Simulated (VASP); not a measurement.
# Co (Fd-3m) in VASP: single point with PBEsol

Aim: the single point of Co with PBEsol.

Program: VASP 6.6.1. These are calculated values, not measurements. Logs are shortened: lines on timing, memory, paths and dates and some standing lists are left out, and cuts for length are marked.

**1. The cell of the first run**

Symmetry: Fd-3m, No. 227, cubic system. The conventional cell has a = 6.414 Å, b = 6.414 Å, c = 6.414 Å, α = 90.00°, β = 90.00°, γ = 90.00°. Co (site symmetry -43m) has 16 Co at 2.66 to 2.78 Å within 3.5 Å. Within 3.0 Å of Co (site symmetry -3m) lie 12 Co at 2.27 to 2.66 Å.

This isn't the form of Co at room conditions, which is hcp.

**2. Single point, PBEsol, collinear spin, ferromagnetic start**

Input file INCAR:

```
PREC     = Accurate       # precision mode
ENCUT    = 520            # plane-wave cutoff, eV
EDIFF    = 1E-6           # SCF threshold, eV
ISMEAR   = 0              # smearing method
SIGMA    = 0.15           # smearing width, eV
LREAL    = False          # projectors in reciprocal space
LASPH    = True           # aspherical terms in the spheres
NELM     = 150            # most SCF steps
ALGO     = Normal         # electronic algorithm
ISIF     = 2              # what is computed and relaxed
LWAVE    = False          # write WAVECAR
LCHARG   = False          # write CHGCAR
ISPIN    = 2              # spin polarisation
MAGMOM   = 2 2 1.93 1.93 1.93 1.93 # initial moments
LORBIT   = 11             # projections on sites
LMAXMIX  = 4              # l up to which the mixer works
GGA      = PS             # functional
NBANDS   = 40             # bands
```

Input file KPOINTS:

```
regular mesh
0
Gamma
  14 14 14
```

Input file POSCAR:

```
Co
1.0
    0.0000000000      3.2068817990      3.2068817990
    3.2068817990      0.0000000000      3.2068817990
    3.2068817990      3.2068817990      0.0000000000
Co
6
Direct
    0.2500000000      0.2500000000      0.2500000000
    0.0000000000      0.0000000000      0.0000000000
    0.6250000000      0.6250000000      0.1250000000
    0.6250000000      0.1250000000      0.6250000000
    0.1250000000      0.6250000000      0.6250000000
    0.6250000000      0.6250000000      0.6250000000
```

Potentials or basis: VASP PAW PBE potentials, release 64 (Co).

On the command line:

```console
> cat potpaw_PBE.64/Co/POTCAR > POTCAR
> mpirun -np 1 vasp_std > vasp.out
```

OUTCAR:

```text
PREC = Accurate
   ENCUT = 520
   EDIFF = 1E-6
   ISMEAR = 0
   LREAL = False
   LASPH = True
   NELM = 150
   ISIF = 2
   ISPIN = 2
   LORBIT = 11
   GGA = PS

 ion  position               nearest neighbor table
   1  0.250  0.250  0.250-   3 2.66   4 2.66   5 2.66   4 2.66   5 2.66   6 2.66   3 2.66   5 2.66
                             6 2.66   3 2.66   4 2.66   6 2.66   2 2.78   2 2.78   2 2.78   2 2.78
   2  0.000  0.000  0.000-   3 2.66   4 2.66   6 2.66   3 2.66   5 2.66   6 2.66   4 2.66   5 2.66
                             6 2.66   3 2.66   4 2.66   5 2.66   1 2.78   1 2.78   1 2.78   1 2.78
   3  0.625  0.625  0.125-   6 2.27   4 2.27   5 2.27   6 2.27   4 2.27   5 2.27   1 2.66   2 2.66
                             2 2.66   1 2.66   2 2.66   1 2.66
   4  0.625  0.125  0.625-   6 2.27   3 2.27   3 2.27   5 2.27   6 2.27   5 2.27   1 2.66   1 2.66
                             2 2.66   1 2.66   2 2.66   2 2.66
   5  0.125  0.625  0.625-   6 2.27   3 2.27   4 2.27   3 2.27   4 2.27   6 2.27   1 2.66   2 2.66
                             1 2.66   2 2.66   1 2.66   2 2.66
   6  0.625  0.625  0.625-   3 2.27   4 2.27   5 2.27   3 2.27   4 2.27   5 2.27   2 2.66   1 2.66
                             2 2.66   1 2.66   2 2.66   1 2.66

  LATTYP: Found a face centered cubic cell.
 ALAT       =     6.4137635980

  Lattice vectors:

 A1 = (   0.0000000000,   3.2068817990,   3.2068817990)
 A2 = (   3.2068817990,   0.0000000000,   3.2068817990)
 A3 = (   3.2068817990,   3.2068817990,   0.0000000000)

Analysis of symmetry for initial positions (statically):
=====================================================================
 Subroutine PRICEL returns:
 Original cell was already a primitive cell.

 Routine SETGRP: Setting up the symmetry group for a
 face centered cubic supercell.

 Subroutine GETGRP returns: Found 48 space group operations
 (whereof 24 operations were pure point group operations)
 out of a pool of 48 trial point group operations.

The static configuration has the point symmetry T_d .
 The point group associated with its full space group is O_h .

Analysis of symmetry for dynamics (positions and initial velocities):
=====================================================================
 Subroutine PRICEL returns:
 Original cell was already a primitive cell.

 Routine SETGRP: Setting up the symmetry group for a
 face centered cubic supercell.

 Subroutine GETGRP returns: Found 48 space group operations
 (whereof 24 operations were pure point group operations)
 out of a pool of 48 trial point group operations.

The dynamic configuration has the point symmetry T_d .
 The point group associated with its full space group is O_h .

Analysis of structural, dynamic, and magnetic symmetry:
=====================================================================
 Subroutine PRICEL returns:
 Original cell was already a primitive cell.

 Routine SETGRP: Setting up the symmetry group for a
 face centered cubic supercell.

 Subroutine GETGRP returns: Found 48 space group operations
 (whereof 24 operations were pure point group operations)
 out of a pool of 48 trial point group operations.

The overall configuration has the point symmetry T_d .
 The point group associated with its full space group is O_h .

 Subroutine INISYM returns: Found 48 space group operations
 (whereof 24 operations are pure point group operations),
 and found     1 'primitive' translations

----------------------------------------------------------------------------------------

                                     Primitive cell

  volume of cell :      65.9597

  direct lattice vectors                    reciprocal lattice vectors
     0.000000000  3.206881799  3.206881799    -0.155914696  0.155914696  0.155914696
     3.206881799  0.000000000  3.206881799     0.155914696 -0.155914696  0.155914696
     3.206881799  3.206881799  0.000000000     0.155914696  0.155914696 -0.155914696

  length of vectors
     4.535215733  4.535215733  4.535215733     0.270052175  0.270052175  0.270052175

  position of ions in fractional coordinates (direct lattice)
     0.250000000  0.250000000  0.250000000
     0.000000000  0.000000000  0.000000000
     0.625000000  0.625000000  0.125000000
     0.625000000  0.125000000  0.625000000
     0.125000000  0.625000000  0.625000000
     0.625000000  0.625000000  0.625000000

  ion indices of the primitive-cell ions
   primitive index   ion index
                 1           1
                 2           2
                 3           3
                 4           4
                 5           5
                 6           6

----------------------------------------------------------------------------------------

 KPOINTS: regular mesh

Automatic generation of k-mesh.
 Grid dimensions read from file:
 generate k-points for:   14   14   14

 Generating k-lattice:

  Cartesian coordinates                     Fractional coordinates (reciprocal lattice)
    -0.011136764  0.011136764  0.011136764     0.071428571  0.000000000  0.000000000
     0.011136764 -0.011136764  0.011136764     0.000000000  0.071428571  0.000000000
     0.011136764  0.011136764 -0.011136764     0.000000000  0.000000000  0.071428571

  Length of vectors
     0.019289441  0.019289441  0.019289441

  Shift w.r.t. Gamma in fractional coordinates (k-lattice)
     0.000000000  0.000000000  0.000000000

 Subroutine IBZKPT returns following result:
 ===========================================

 Found    104 irreducible k-points:

 Following reciprocal coordinates:
            Coordinates               Weight
  0.000000  0.000000  0.000000      1.000000
  0.071429  0.000000  0.000000      8.000000
  0.142857  0.000000  0.000000      8.000000
  0.214286  0.000000  0.000000      8.000000
  0.285714  0.000000  0.000000      8.000000
  0.357143  0.000000  0.000000      8.000000
[... 16 lines left out ...]
  0.214286  0.142857  0.000000     24.000000
  0.285714  0.142857  0.000000     24.000000
 [... further k-points ...]
   k-points           NKPTS =    104   k-points in BZ     NKDIM =    104   number of bands    NBANDS=     40
   number of dos      NEDOS =    301   number of ions     NIONS =      6
   total plane-waves  NPLWV =  46656
   dimension x,y,z NGX =    36 NGY =   36 NGZ =   36
   dimension x,y,z NGXF=    72 NGYF=   72 NGZF=   72
   ions per type =               6
   NGX,Y,Z   is equivalent  to a cutoff of  13.20, 13.20, 13.20 a.u.
   NGXF,Y,Z  is equivalent  to a cutoff of  26.39, 26.39, 26.39 a.u.
 SYSTEM =  unknown system
   PREC   = accura    normal or accurate (medium, high low for compatibility)
   ISTART =      0    job   : 0-new  1-cont  2-samecut
   ICHARG =      2    charge: 1-file 2-atom 10-const
   ISPIN  =      2    spin polarized calculation?
   LNONCOLLINEAR =      F non collinear calculations
   LSORBIT =      F    spin-orbit coupling
   LASPH  =      T    aspherical Exc in radial PAW
   ENCUT  =  520.0 eV  38.22 Ry    6.18 a.u.   8.43  8.43  8.43*2*pi/ulx,y,z
   NELM   =    150;   NELMIN=  2; NELMDL= -5     # of ELM steps
   EDIFF  = 0.1E-05   stopping-criterion for ELM
   LREAL  =      F    real-space projection
   EDIFFG = 0.1E-04   stopping-criterion for IOM
   NSW    =      0    number of steps for IOM
   IBRION =     -1    ionic relax: 0-MD 1-quasi-New 2-CG
   NFREE  =      0    steps in history (QN), initial steepest desc. (CG)
   ISIF   =      2    stress and relaxation
   ISYM   =      2    0-nonsym 1-usesym 2-fastsym
   POTIM  = 0.5000    time-step for ionic-motion
   TEBEG  =    0.0;   TEEND  =   0.0 temperature during run
   PSTRESS=    0.0 pullay stress
   NELECT =      54.0000    total number of electrons
   NUPDOWN=      -1.0000    fix difference up-down
   EMIN   =  10.00;   EMAX   =-10.00  energy-range for DOS
   EFERMI =   0.00;   METHOD = LEGACY
   ISMEAR =     0;   SIGMA  =   0.15  broadening in eV -4-tet -1-fermi 0-gaus
   EFERMI_NEDOS =   21; number of points for ismear=-14 and -15
   IALGO  =     38    algorithm
   IMIX   =      4    mixing-type and parameters
     AMIX     =   0.40;   BMIX     =  1.00
     AMIX_MAG =   1.60;   BMIX_MAG =  1.00
  volume/ion in A,a.u.               =      10.99        74.19
  Fermi-wavevector in a.u.,A,eV,Ry     =   1.531486  2.894090 31.911791  2.345450
  Thomas-Fermi vector in A             =   2.638824
   LORBIT       =     11    0 simple, 1 ext, 2 COOP (PROOUT), +10 PAW based schemes
   GGA     = PS    functional components
   LHFCALC =     F    Hartree Fock is set to
   AEXX    =    0.0000 exact exchange contribution
   IVDW    =     0    specifies the selected vdW correction
   LEPSILON=     F    determine dielectric tensor
   LRPA    =     F    only Hartree local field effects (RPA)
 spin polarized calculation
 Gauss-broadening in eV      SIGMA  =   0.15
  energy-cutoff  :      520.00
  volume of cell :       65.96
 maximum number of plane-waves:      1808
 NGX is ok and might be reduce to    36
   NGX = 17   NGY = 17   NGZ = 17

 number of electron      54.0000031 magnetization       9.4514400

 number of electron      54.0000031 magnetization      10.0907570

 Free energy of the ion-electron system (eV)
  ---------------------------------------------------
  ext. energy  EPLUGINS =         0.00000000
  ---------------------------------------------------
  free energy    TOTEN  =       -45.10215535 eV

  energy without entropy =      -45.02183836  energy(sigma->0) =      -45.06199685

 E-fermi :  10.2218     XC(G=0): -13.4641

 val. band max:       10.2218441322   @ k =  -0.4286   0.2857   0.0000
 cond. band min:      10.2218654618   @ k =   0.5000   0.2857   0.0714
 fundamental gap:      0.0000213296
 Fermi energy:        10.2218476555

 spin component 1

 k-point     1 :       0.0000    0.0000    0.0000
  band No.  band energies     occupation
      1       0.9448      1.00000
      2       3.7594      1.00000
      3       4.9704      1.00000
      4       4.9704      1.00000
      5       4.9704      1.00000
      6       5.6392      1.00000
[... 31 lines left out ...]
     38      16.6923      0.00000
     39      17.3991      0.00000
[... 964 lines left out ...]
     38      17.6653      0.00000
     39      18.3886      0.00000

 [... further k-points ...]

 spin component 2

 k-point     1 :       0.0000    0.0000    0.0000
  band No.  band energies     occupation
      1       1.0529      1.00000
      2       4.8883      1.00000
      3       6.1663      1.00000
      4       6.1663      1.00000
      5       6.1663      1.00000
      6       6.8544      1.00000
[... 31 lines left out ...]
     38      17.5269      0.00000
     39      18.2234      0.00000
[... 964 lines left out ...]
     38      18.3414      0.00000
     39      19.1517      0.00000

 [... further k-points ...]

 [bands above 39 left out]

------------------------ aborting loop because EDIFF is reached ----------------------------------------

  FORCE on cell =-STRESS in cart. coord.  units (eV):
  Direction    XX          YY          ZZ          XY          YZ          ZX
  --------------------------------------------------------------------------------------
  -------------------------------------------------------------------------------------
  Total       -0.5272634     -0.5272634     -0.5272634      0.0000000      0.0000000      0.0000000
  in kB      -12.8073510    -12.8073510    -12.8073510      0.0000000      0.0000000      0.0000000
  external PRESSURE =     -12.8073510 kB  Pullay stress =       0.0000000 kB

 VOLUME and BASIS-vectors are now :
 -----------------------------------------------------------------------------
  energy-cutoff  :      520.00
  volume of cell :       65.96
      direct lattice vectors                 reciprocal lattice vectors
     0.000000000  3.206881799  3.206881799    -0.155914696  0.155914696  0.155914696
     3.206881799  0.000000000  3.206881799     0.155914696 -0.155914696  0.155914696
     3.206881799  3.206881799  0.000000000     0.155914696  0.155914696 -0.155914696

 POSITION                                       TOTAL-FORCE (eV/Angst)
 -----------------------------------------------------------------------------------
      1.60344      1.60344      1.60344        -0.000000     -0.000000     -0.000000
      0.00000      0.00000      0.00000        -0.000000     -0.000000     -0.000000
      2.40516      2.40516      4.00860         0.000000      0.000000      0.000000
      2.40516      4.00860      2.40516         0.000000      0.000000      0.000000
      4.00860      2.40516      2.40516         0.000000      0.000000      0.000000
      4.00860      4.00860      4.00860         0.000000      0.000000      0.000000
 -----------------------------------------------------------------------------------
    total drift:                                0.000000      0.000000      0.000000

  FREE ENERGIE OF THE ION-ELECTRON SYSTEM (eV)
  ---------------------------------------------------
  free  energy   TOTEN  =       -45.1021553461 eV

  energy  without entropy=      -45.0218383628  energy(sigma->0) =      -45.06199685

 total charge

# of ion       s       p       d       tot
------------------------------------------
    1        0.401   0.421   7.192   8.014
    2        0.401   0.421   7.192   8.014
    3        0.548   0.598   7.321   8.467
    4        0.548   0.598   7.321   8.467
    5        0.548   0.598   7.321   8.467
    6        0.548   0.598   7.321   8.467
--------------------------------------------------
tot          2.995   3.232  43.667  49.894

 magnetization (x)

# of ion       s       p       d       tot
------------------------------------------
    1       -0.008  -0.037   1.806   1.761
    2       -0.008  -0.037   1.806   1.761
    3       -0.009  -0.049   1.716   1.658
    4       -0.009  -0.049   1.716   1.658
    5       -0.009  -0.049   1.716   1.658
    6       -0.009  -0.049   1.716   1.658
--------------------------------------------------
tot         -0.053  -0.272  10.478  10.153
```

It took 30 min on 1 thread of Oxide Virtual Turin-like, shared host; peak memory 0.45 GiB.

Results:

```
Free energy                                           : -45.1022 eV
Pressure                                              : -1.3 GPa
Net moment                                            : 10.09 μB per cell
Site moments                                          : Co +1.76, +1.66 (each value once) μB
Valence electrons inside the program's atomic spheres : Co 8.01, 8.47 (each value once)
```

Levels at points of the mesh, in eV from the Fermi level:
Spin up:
| k point | band 28 | band 29 | band 30 | band 31 | band 32 | band 33 | band 34 | band 35 | band 36 | band 37 |
| --- | --- | --- | --- | --- | --- | --- | --- | --- | --- | --- |
| (0.00, 0.00, 0.00) | -1.11 | -0.17 | -0.17 | -0.17 | 1.13 | 2.74 | 2.74 | 2.74 | 6.47 | 6.47 |
| (0.50, 0.00, 0.00) | -1.27 | -1.27 | -0.99 | -0.99 | -0.17 | 1.94 | 2.28 | 2.28 | 5.38 | 5.38 |
| (0.50, 0.50, 0.00) | -1.51 | -1.33 | -1.33 | -1.29 | -1.29 | 1.28 | 1.28 | 2.03 | 2.03 | 11.53 |
Spin down:
| k point | band 20 | band 21 | band 22 | band 23 | band 24 | band 25 |
| --- | --- | --- | --- | --- | --- | --- |
| (0.00, 0.00, 0.00) | -0.54 | 0.14 | 0.14 | 0.14 | 0.61 | 0.61 |
| (0.50, 0.00, 0.00) | -0.59 | -0.29 | -0.25 | -0.25 | 0.08 | 0.14 |
| (0.50, 0.50, 0.00) | -0.47 | -0.18 | -0.18 | -0.08 | -0.08 | 0.41 |

Caveat: the PAW data sets were made with another functional, which shifts forces and pressure a little.
